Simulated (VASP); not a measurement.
Here is a VASP 6.6.1 calculation.

INCAR

```
SYSTEM = CdH4
PREC = Accurate
ENCUT = 520
EDIFF = 1E-7
ISMEAR = 0
SIGMA = 0.2879
LREAL = .FALSE.
LASPH = .TRUE.
NELM = 100
ALGO = Normal
ISIF = 2
LWAVE = .FALSE.
LCHARG = .FALSE.
GGA = PE
IVDW = 13
NBANDS = 27
```

The input KPOINTS:

```
Automatic mesh
0
G
  5 5 5
  0 0 0
```

Contents of POSCAR:

```
CdH4
1.0
    0.0000000000      4.4401230000      0.0000000000
    4.3324460000     -2.2200620000      0.0000000000
   -0.1495750000      2.2200620000     -7.4573960000
Cd H
2 8
Direct
    0.9258000000      0.7500000000      0.7500000000
    0.0742000000      0.2500000000      0.2500000000
    0.9698000000      0.4509000000      0.8035000000
    0.3224000000      0.0491000000      0.6965000000
    0.0302000000      0.5491000000      0.1965000000
    0.6776000000      0.9509000000      0.3035000000
    0.7493000000      0.6467000000      0.5765000000
    0.6791000000      0.8533000000      0.9235000000
    0.2507000000      0.3533000000      0.4235000000
    0.3209000000      0.1467000000      0.0765000000
```

Potentials or basis: VASP PAW PBE potentials, release 64 (Cd, H).

Run with:

```sh
$ cat potpaw_PBE.64/Cd/POTCAR potpaw_PBE.64/H/POTCAR > POTCAR
$ mpirun -np 1 vasp_std > vasp.out
```

**Question.** Predict the band gap on the k mesh.

**Answer.** Zero (bands 16 and 17 overlap by 0.85 eV).

**Question.** What does it give for the pressure?

**Answer.** 2.6 GPa.

**Question.** What does it give for the largest force?

**Answer.** 1.672 eV/Å.

Forces on the atoms (eV/Å):
```
Cd   0.000  0.280  0.000
Cd   0.000 -0.280  0.000
H   -1.095  0.800 -0.356
H    1.095  0.800  0.356
H    1.095 -0.800  0.356
H   -1.095 -0.800 -0.356
H   -0.430 -0.922  1.327
H    0.430 -0.922 -1.327
H    0.430  0.922 -1.327
H   -0.430  0.922  1.327
```

Caveat: so wide a smearing shifts energies and pressures; forces of over 1 eV/Å act on the atoms, so gaps and moduli don't describe the material at rest.
